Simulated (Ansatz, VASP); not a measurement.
C in VASP and in Ansatz

Contents of INCAR:

```
SYSTEM = C
PREC = Accurate
ENCUT = 600
EDIFF = 1E-6
ISMEAR = 0
SIGMA = 0.02
LREAL = Auto
LASPH = .TRUE.
NELM = 100
ALGO = Normal
ISIF = 3
LWAVE = .FALSE.
LCHARG = .FALSE.
GGA = PE
IBRION = 2
NSW = 100
EDIFFG = -0.005
```

KPOINTS

```
Automatic mesh
0
G
  12 12 2
  0 0 0
```

The input POSCAR:

```
C
1.0
    2.5221000000      0.0000000000      0.0000000000
   -1.2610500000      2.1842026709      0.0000000000
    0.0000000000      0.0000000000     16.4743000000
C
16
Direct
    0.0000000000      0.0000000000      0.0468800000
    0.0000000000      0.0000000000      0.5468800000
    0.0000000000      0.0000000000      0.4531200000
    0.0000000000      0.0000000000      0.9531200000
    0.3333333333      0.6666666667      0.0781300000
    0.6666666667      0.3333333333      0.5781300000
    0.3333333333      0.6666666667      0.4218700000
    0.6666666667      0.3333333333      0.9218700000
    0.3333333333      0.6666666667      0.1718800000
    0.6666666667      0.3333333333      0.6718800000
    0.3333333333      0.6666666667      0.3281200000
    0.6666666667      0.3333333333      0.8281200000
    0.3333333333      0.6666666667      0.7968800000
    0.6666666667      0.3333333333      0.2968800000
    0.3333333333      0.6666666667      0.7031200000
    0.6666666667      0.3333333333      0.2031200000
```

Input for Ansatz:

```yaml
crystal:
  lattice:
    - [2.5221, 0.0, 0.0]
    - [-1.26105, 2.1842026709, 0.0]
    - [0.0, 0.0, 16.4743]
  atoms:
    - { symbol: C, position: [0.0, 0.0, 0.04688] }
    - { symbol: C, position: [0.0, 0.0, 0.54688] }
    - { symbol: C, position: [0.0, 0.0, 0.45312] }
    - { symbol: C, position: [0.0, 0.0, 0.95312] }
    - { symbol: C, position: [0.3333333333, 0.6666666667, 0.07813] }
    - { symbol: C, position: [0.6666666667, 0.3333333333, 0.57813] }
    - { symbol: C, position: [0.3333333333, 0.6666666667, 0.42187] }
    - { symbol: C, position: [0.6666666667, 0.3333333333, 0.92187] }
    - { symbol: C, position: [0.3333333333, 0.6666666667, 0.17188] }
    - { symbol: C, position: [0.6666666667, 0.3333333333, 0.67188] }
    - { symbol: C, position: [0.3333333333, 0.6666666667, 0.32812] }
    - { symbol: C, position: [0.6666666667, 0.3333333333, 0.82812] }
    - { symbol: C, position: [0.3333333333, 0.6666666667, 0.79688] }
    - { symbol: C, position: [0.6666666667, 0.3333333333, 0.29688] }
    - { symbol: C, position: [0.3333333333, 0.6666666667, 0.70312] }
    - { symbol: C, position: [0.6666666667, 0.3333333333, 0.20312] }
basis:
  ecutwfc: 420
kpoints:
  mp_grid: { grid: [12, 12, 2] }
hamiltonian:
  xc: pbe
scf:
  occupations: { method: gaussian, width: 0.02 }
output:
  forces: true
  stress: true
  eigenvalues: true
  write_density: true
  write_potential: true
  elf: true
  volumetric_format: npy
relax:
  adjacent_minimum: "off"
  f_tol: 0.005
  max_steps: 80
  cell: { stress_tol: 0.05 }
```

Alike in both runs: task relaxation of cell and atoms; functional PBE; k mesh 12 × 12 × 2; occupations gaussian, width 0.02 eV; no spin polarisation.

```csv
,VASP,Ansatz
version,VASP 6.6.1,Ansatz 0.2.0
potentials or method,"VASP PAW PBE potentials, release 64 (C), cutoff 600 eV","scalar-relativistic, plane waves, PAW"
valence electrons in the cell,64,64
```

```tsv
	VASP	Ansatz	Ansatz less VASP
gap on the k mesh at the Fermi level, each at its own relaxed structure (eV)	4.40	4.40	+0.007
relaxed volume (Å³/atom)	5.70	5.70	0.000
relaxed length of the cell vector where the two differ most in proportion (Å)	16.553	16.553	+0.0003
```
